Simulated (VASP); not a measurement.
# Au (Fm-3m) in VASP: further runs, part 3 of 3

VASP 6.6.1.

## (4) Single point, r2SCAN

This run uses another cell than the first one, of 17.54 Å³/atom.

Input file POSCAR:

```
Au
1.0
    0.0000000000      2.0621656118      2.0621656118
    2.0621656118      0.0000000000      2.0621656118
    2.0621656118      2.0621656118      0.0000000000
Au
1
Direct
    0.0000000000      0.0000000000      0.0000000000
```

Input file INCAR.step1:

```
SYSTEM = Au
  PREC = Accurate
  ENCUT = 520
  ISMEAR = 0
  SIGMA = 0.1
  LREAL = .FALSE.
  LASPH = .TRUE.
  NELM = 80
  NBANDS = 12
  GGA = PE
  ALGO = Normal
  EDIFF = 1E-4
  LWAVE = .TRUE.
  LCHARG = .FALSE.
```

Input file INCAR.step2:

```
SYSTEM = Au
  PREC = Accurate
  ENCUT = 520
  EDIFF = 1E-6
  ISMEAR = 0
  SIGMA = 0.1
  LREAL = .FALSE.
  LASPH = .TRUE.
  NELM = 80
  ALGO = Normal
  ISIF = 2
  LWAVE = .FALSE.
  LCHARG = .FALSE.
  METAGGA = R2SCAN
  LMIXTAU = .TRUE.
  NBANDS = 12
  ISTART = 1
```

Input file KPOINTS:

```
Automatic mesh
0
G
  18 18 18
  0 0 0
```

Potentials or basis: VASP PAW PBE potentials, release 64 (Au).

The run is started by

```console
> cat potpaw_PBE.64/Au/POTCAR > POTCAR
> cp INCAR.step1 INCAR
> mpirun -np 1 vasp_std > vasp.out
> cp INCAR.step2 INCAR
> mpirun -np 1 vasp_std > vasp.out
```

OUTCAR:

```text
SYSTEM = Au
   PREC = Accurate
   ENCUT = 520
   EDIFF = 1E-6
   ISMEAR = 0
   LREAL = .FALSE.
   LASPH = .TRUE.
   NELM = 80
   ISIF = 2
   METAGGA = R2SCAN
   ISTART = 1

 ion  position               nearest neighbor table
   1  0.000  0.000  0.000-

  LATTYP: Found a face centered cubic cell.
 ALAT       =     4.1243312236

  Lattice vectors:

 A1 = (   0.0000000000,   2.0621656118,   2.0621656118)
 A2 = (   2.0621656118,   0.0000000000,   2.0621656118)
 A3 = (   2.0621656118,   2.0621656118,   0.0000000000)

Analysis of symmetry for initial positions (statically):
=====================================================================
 Subroutine PRICEL returns:
 Original cell was already a primitive cell.

 Routine SETGRP: Setting up the symmetry group for a
 face centered cubic supercell.

 Subroutine GETGRP returns: Found 48 space group operations
 (whereof 48 operations were pure point group operations)
 out of a pool of 48 trial point group operations.

The static configuration has the point symmetry O_h .

Analysis of symmetry for dynamics (positions and initial velocities):
=====================================================================
 Subroutine PRICEL returns:
 Original cell was already a primitive cell.

 Routine SETGRP: Setting up the symmetry group for a
 face centered cubic supercell.

 Subroutine GETGRP returns: Found 48 space group operations
 (whereof 48 operations were pure point group operations)
 out of a pool of 48 trial point group operations.

The dynamic configuration has the point symmetry O_h .

 Subroutine INISYM returns: Found 48 space group operations
 (whereof 48 operations are pure point group operations),
 and found     1 'primitive' translations

----------------------------------------------------------------------------------------

                                     Primitive cell

  volume of cell :      17.5388

  direct lattice vectors                    reciprocal lattice vectors
     0.000000000  2.062165612  2.062165612    -0.242463552  0.242463552  0.242463552
     2.062165612  0.000000000  2.062165612     0.242463552 -0.242463552  0.242463552
     2.062165612  2.062165612  0.000000000     0.242463552  0.242463552 -0.242463552

  length of vectors
     2.916342576  2.916342576  2.916342576     0.419959192  0.419959192  0.419959192

  position of ions in fractional coordinates (direct lattice)
     0.000000000  0.000000000  0.000000000

  ion indices of the primitive-cell ions
   primitive index   ion index
                 1           1

----------------------------------------------------------------------------------------

 KPOINTS: Automatic mesh

Automatic generation of k-mesh.
 Grid dimensions read from file:
 generate k-points for:   18   18   18

 Generating k-lattice:

  Cartesian coordinates                     Fractional coordinates (reciprocal lattice)
    -0.013470197  0.013470197  0.013470197     0.055555556  0.000000000  0.000000000
     0.013470197 -0.013470197  0.013470197     0.000000000  0.055555556  0.000000000
     0.013470197  0.013470197 -0.013470197     0.000000000  0.000000000  0.055555556

  Length of vectors
     0.023331066  0.023331066  0.023331066

  Shift w.r.t. Gamma in fractional coordinates (k-lattice)
     0.000000000  0.000000000  0.000000000

 Subroutine IBZKPT returns following result:
 ===========================================

 Found    195 irreducible k-points:

 Following reciprocal coordinates:
            Coordinates               Weight
  0.000000  0.000000  0.000000      1.000000
  0.055556  0.000000  0.000000      8.000000
  0.111111  0.000000  0.000000      8.000000
  0.166667  0.000000  0.000000      8.000000
  0.222222  0.000000  0.000000      8.000000
  0.277778  0.000000  0.000000      8.000000
[... 16 lines left out ...]
 -0.277778  0.055556  0.000000     24.000000
 -0.222222  0.055556  0.000000     24.000000
 [... further k-points ...]
   k-points           NKPTS =    195   k-points in BZ     NKDIM =    195   number of bands    NBANDS=     12
   number of dos      NEDOS =    301   number of ions     NIONS =      1
   total plane-waves  NPLWV =  13824
   dimension x,y,z NGX =    24 NGY =   24 NGZ =   24
   dimension x,y,z NGXF=    48 NGYF=   48 NGZF=   48
   ions per type =               1
   NGX,Y,Z   is equivalent  to a cutoff of  13.68, 13.68, 13.68 a.u.
   NGXF,Y,Z  is equivalent  to a cutoff of  27.36, 27.36, 27.36 a.u.
 SYSTEM =  Au
   PREC   = accura    normal or accurate (medium, high low for compatibility)
   ISTART =      1    job   : 0-new  1-cont  2-samecut
   ICHARG =      0    charge: 1-file 2-atom 10-const
   ISPIN  =      1    spin polarized calculation?
   LNONCOLLINEAR =      F non collinear calculations
   LSORBIT =      F    spin-orbit coupling
   LASPH  =      T    aspherical Exc in radial PAW
   ENCUT  =  520.0 eV  38.22 Ry    6.18 a.u.   5.42  5.42  5.42*2*pi/ulx,y,z
   NELM   =     80;   NELMIN=  2; NELMDL=  0     # of ELM steps
   EDIFF  = 0.1E-05   stopping-criterion for ELM
   LREAL  =      F    real-space projection
   EDIFFG = 0.1E-04   stopping-criterion for IOM
   NSW    =      0    number of steps for IOM
   IBRION =     -1    ionic relax: 0-MD 1-quasi-New 2-CG
   NFREE  =      0    steps in history (QN), initial steepest desc. (CG)
   ISIF   =      2    stress and relaxation
   ISYM   =      2    0-nonsym 1-usesym 2-fastsym
   POTIM  = 0.5000    time-step for ionic-motion
   TEBEG  =    0.0;   TEEND  =   0.0 temperature during run
   PSTRESS=    0.0 pullay stress
   NELECT =      11.0000    total number of electrons
   NUPDOWN=      -1.0000    fix difference up-down
   EMIN   =  10.00;   EMAX   =-10.00  energy-range for DOS
   EFERMI =   0.00;   METHOD = LEGACY
   ISMEAR =     0;   SIGMA  =   0.10  broadening in eV -4-tet -1-fermi 0-gaus
   EFERMI_NEDOS =   21; number of points for ismear=-14 and -15
   IALGO  =     38    algorithm
   IMIX   =      4    mixing-type and parameters
     AMIX     =   0.40;   BMIX     =  1.00
     AMIX_MAG =   1.60;   BMIX_MAG =  1.00
  volume/ion in A,a.u.               =      17.54       118.36
  Fermi-wavevector in a.u.,A,eV,Ry     =   1.401325  2.648120 26.717918  1.963712
  Thomas-Fermi vector in A             =   2.524197
   LORBIT       =      0    0 simple, 1 ext, 2 COOP (PROOUT), +10 PAW based schemes
   METAGGA = R2SCAN    functional components
   LHFCALC =     F    Hartree Fock is set to
   AEXX    =    0.0000 exact exchange contribution
   IVDW    =     0    specifies the selected vdW correction
   LEPSILON=     F    determine dielectric tensor
   LRPA    =     F    only Hartree local field effects (RPA)
 non-spin polarized calculation
 Gauss-broadening in eV      SIGMA  =   0.10
  energy-cutoff  :      520.00
  volume of cell :       17.54
 maximum number of plane-waves:       495
 NGX is ok and might be reduce to    24
   NGX = 11   NGY = 11   NGZ = 11

 number of electron      11.0000001 magnetization

 Free energy of the ion-electron system (eV)
  ---------------------------------------------------
  ext. energy  EPLUGINS =         0.00000000
  ---------------------------------------------------
  free energy    TOTEN  =       -50.59699787 eV

  energy without entropy =      -50.59584334  energy(sigma->0) =      -50.59642061

 E-fermi :   8.8165     XC(G=0): -13.4259

 val. band max:        8.7952488280   @ k =   0.5000   0.2778   0.1111
 cond. band min:       8.8558348428   @ k =   0.5000   0.1667   0.0556
 fundamental gap:      0.0605860148
 Fermi energy:         8.8165026288

 k-point     1 :       0.0000    0.0000    0.0000
  band No.  band energies     occupation
      1      -0.9249      2.00000
      2       4.0627      2.00000
      3       4.0627      2.00000
      4       4.0627      2.00000
      5       5.5190      2.00000
      6       5.5190      2.00000
      7      24.2093      0.00000
      8      28.1266      0.00000
      9      28.1266      0.00000
     10      28.1266      0.00000
     11      33.3059      0.00000
     12      37.4556      0.00000
[... 331 lines left out ...]
 k-point    24 :      -0.2222    0.0556    0.0000
  band No.  band energies     occupation
      1       0.8723      2.00000
      2       3.8442      2.00000
      3       4.3654      2.00000
      4       4.3955      2.00000
      5       5.4423      2.00000
      6       5.9151      2.00000
      7      20.8034      0.00000
      8      25.2187      0.00000
      9      27.9120      0.00000
     10      30.4739      0.00000
     11      30.8194      0.00000
     12      32.4320      0.00000

 [... further k-points ...]

------------------------ aborting loop because EDIFF is reached ----------------------------------------

  FORCE on cell =-STRESS in cart. coord.  units (eV):
  Direction    XX          YY          ZZ          XY          YZ          ZX
  --------------------------------------------------------------------------------------
  -------------------------------------------------------------------------------------
  Total        0.0278996      0.0278996      0.0278996      0.0000000      0.0000000     -0.0000000
  in kB        2.5486390      2.5486390      2.5486390      0.0000000      0.0000000     -0.0000000
  external PRESSURE =       2.5486390 kB  Pullay stress =       0.0000000 kB

 VOLUME and BASIS-vectors are now :
 -----------------------------------------------------------------------------
  energy-cutoff  :      520.00
  volume of cell :       17.54
      direct lattice vectors                 reciprocal lattice vectors
     0.000000000  2.062165612  2.062165612    -0.242463552  0.242463552  0.242463552
     2.062165612  0.000000000  2.062165612     0.242463552 -0.242463552  0.242463552
     2.062165612  2.062165612  0.000000000     0.242463552  0.242463552 -0.242463552

 POSITION                                       TOTAL-FORCE (eV/Angst)
 -----------------------------------------------------------------------------------
      0.00000      0.00000      0.00000        -0.000000      0.000000      0.000000
 -----------------------------------------------------------------------------------
    total drift:                               -0.000000      0.000000      0.000000

  FREE ENERGIE OF THE ION-ELECTRON SYSTEM (eV)
  ---------------------------------------------------
  free  energy   TOTEN  =       -50.5969978724 eV

  energy  without entropy=      -50.5958433424  energy(sigma->0) =      -50.59642061
```

OSZICAR.step1:

```text
N       E                     dE             d eps       ncg     rms          rms(c)
DAV:   1     0.492070759353E+02    0.49207E+02   -0.56237E+03  4848   0.816E+02
DAV:   2    -0.277358481542E+01   -0.51981E+02   -0.48676E+02  5540   0.185E+02
DAV:   3    -0.347900078878E+01   -0.70542E+00   -0.70353E+00  5568   0.209E+01
DAV:   4    -0.348139006236E+01   -0.23893E-02   -0.23892E-02  5624   0.141E+00
DAV:   5    -0.348140814973E+01   -0.18087E-04   -0.18087E-04  5748   0.117E-01    0.859E+00
DAV:   6    -0.323696001955E+01    0.24445E+00   -0.67034E-01  5072   0.659E+00    0.553E+00
DAV:   7    -0.321986888637E+01    0.17091E-01   -0.59393E-02  5544   0.198E+00    0.269E+00
DAV:   8    -0.321788578074E+01    0.19831E-02   -0.13234E-03  5208   0.306E-01    0.242E-01
DAV:   9    -0.321787377680E+01    0.12004E-04   -0.69009E-06  3380   0.237E-02
   1 F= -.32178738E+01 E0= -.32172213E+01  d E =-.130501E-02
```

Run time: 49 s. Hardware: 1 thread of Intel Xeon 6975P-C (Granite Rapids), shared host; peak memory 0.17 GiB.

Results:

* Free energy: -50.5970 eV
* Pressure: 0.3 GPa
* Band gap on the k mesh: zero (an odd number of electrons rules out a gap without spin polarisation)

Caveat: the PAW data sets were made with another functional, which shifts forces and pressure a little; spin-orbit coupling is left out, which moves the levels of the heavy elements.

## (5) Relaxation of cell and atoms, r2SCAN

Input file POSCAR:

```
Au
1.0
    0.0000000000      2.0639801424      2.0639801424
    2.0639801424      0.0000000000      2.0639801424
    2.0639801424      2.0639801424      0.0000000000
Au
1
Direct
    0.0000000000      0.0000000000      0.0000000000
```

Input file INCAR.step1:

```
SYSTEM = Au
ALGO = Normal ; EDIFF = 1E-4
ENCUT = 600 ; GGA = PE
ISMEAR = 0 ; LASPH = .True.
LCHARG = .False. ; LREAL = .False.
LWAVE = .True. ; NELM = 100
PREC = Accurate ; SIGMA = 0.1
```

Input file INCAR.step2:

```
SYSTEM = Au
ALGO = Normal ; EDIFF = 1E-7
EDIFFG = -0.01 ; ENCUT = 600
IBRION = 2 ; ISIF = 3
ISMEAR = 0 ; ISTART = 1
LASPH = .True. ; LCHARG = .False.
LMIXTAU = .True. ; LREAL = .False.
LWAVE = .False. ; METAGGA = R2SCAN
NELM = 100 ; NSW = 80
PREC = Accurate ; SIGMA = 0.1
```

Input file KPOINTS:

```
k-points
0
Gamma
  18 18 18
  0 0 0
```

The run is started by

```console
> cat potpaw_PBE.64/Au/POTCAR > POTCAR
> cp INCAR.step1 INCAR
> mpirun -np 1 vasp_std > vasp.out
> cp INCAR.step2 INCAR
> mpirun -np 1 vasp_std > vasp.out
```

Run time: 41 s. Hardware: 1 thread of Intel Xeon 6975P-C (Granite Rapids), shared host; peak memory 0.17 GiB.

The run converged. Its results:

| Property | Result |
| --- | --- |
| Free energy | -50.5964 eV |
| Pressure after relaxing | -0.1 GPa |
| Band gap on the k mesh | zero (an odd number of electrons rules out a gap without spin polarisation) |

Final structure:
```cif
data_structure
_symmetry_space_group_name_H-M 'P 1'
_symmetry_Int_Tables_number 1
_cell_length_a 2.9189
_cell_length_b 2.9189
_cell_length_c 2.9189
_cell_angle_alpha 60.000
_cell_angle_beta 60.000
_cell_angle_gamma 60.000
_cell_volume 17.59
loop_
_atom_site_label
_atom_site_type_symbol
_atom_site_fract_x
_atom_site_fract_y
_atom_site_fract_z
_atom_site_occupancy
Au1 Au 0.00000 0.00000 0.00000 1
```

Levels at points of the mesh, in eV from the Fermi level:
```tsv
k point	band 3	band 4	band 5	band 6	band 7	band 8	band 9
(0.00, 0.00, 0.00)	-4.74	-4.74	-3.29	-3.29	15.40	19.30	19.30
(0.50, 0.00, 0.00)	-4.78	-2.11	-2.11	-0.61	3.04	14.87	17.71
(0.50, 0.50, 0.00)	-2.17	-1.78	-1.78	1.32	5.79	10.47	10.47
```

Caveat: the relaxation stopped at its first step, so nothing moved; the PAW data sets were made with another functional, which shifts forces and pressure a little; spin-orbit coupling is left out, which moves the levels of the heavy elements.

## (6) Overview

```tsv
task	cell	k mesh	cutoff (eV)	gap on the mesh (eV)	pressure (GPa)
single point	a = 2.919 Å, angles 60.0°, 1 atom	8 × 8 × 8	520	none	0.6
relaxation of cell and atoms	relaxed from a = 2.779 Å, angles 60.0°, 1 atom	8 × 8 × 8	600	none	0.0
single point	a = 2.916 Å, angles 60.0°, 1 atom	18 × 18 × 18	520	none	0.3
relaxation of cell and atoms	relaxed from a = 2.919 Å, angles 60.0°, 1 atom	18 × 18 × 18	600	none	-0.1
```

Alike in all rows: level r2SCAN; potentials or basis VASP PAW PBE potentials, release 64 (Au); no spin polarisation; smearing gaussian 0.1 eV.

Caveats: the PAW data sets were made with another functional, which shifts forces and pressure a little; spin-orbit coupling is left out, which moves the levels of the heavy elements; the volume moved by over 15 % at a fixed basis, so the end points are rough (at least some runs); the relaxation stopped at its first step, so nothing moved (at least some runs).

Total energies depend on the potentials used, so only differences within one code and one set of settings carry meaning.
